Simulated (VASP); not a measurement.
Runs of VASP 6.6.1 on AlRu. The structure is that of space group Pm-3m (No. 221), or close to it. The cells are those of the table. 

```tsv
cell	gap on the mesh (eV)	pressure (GPa)
a = 2.917 Å, 2 atoms	none	15.3
a = 3.066 Å, 2 atoms	none	(a)
a = 2.917, b = 2.917, c = 3.066 Å, 2 atoms	none	2.8
a = 2.992, b = 2.992, c = 2.917 Å, 2 atoms	none	(c)
a = 2.842, b = 2.842, c = 3.066 Å, 2 atoms	none	16.7
a = 2.917, b = 2.917, c = 2.992 Å, 2 atoms	none	8.5
a = 2.917, b = 2.917, c = 2.842 Å, 2 atoms	none	(b)
a = 2.842, b = 2.842, c = 2.992 Å, 2 atoms	none	23.8
a = 2.992, b = 2.992, c = 2.842 Å, 2 atoms	none	(d)
a = 3.141 Å, 2 atoms	none	-24.8
a = 2.842, b = 2.842, c = 2.917 Å, 2 atoms	none	31.9
```

Alike in all rows: task single point; level PBEsol; potentials or basis VASP PAW PBE potentials, release 64 (Al, Ru_pv); no spin polarisation; k mesh 16 × 16 × 16; cutoff (eV) 520; smearing gaussian 0.15 eV.

Question: Fill in the values left out.

Answer: (a) -16.1; (b) 23.2; (c) 2.4; (d) 9.0.

Caveats: the PAW data sets were made with another functional, which shifts forces and pressure a little.

A k mesh can miss the band edges, and the runs leave out spin-orbit coupling on Ru.

A gap of «none» marks levels without a gap at the run's occupations.
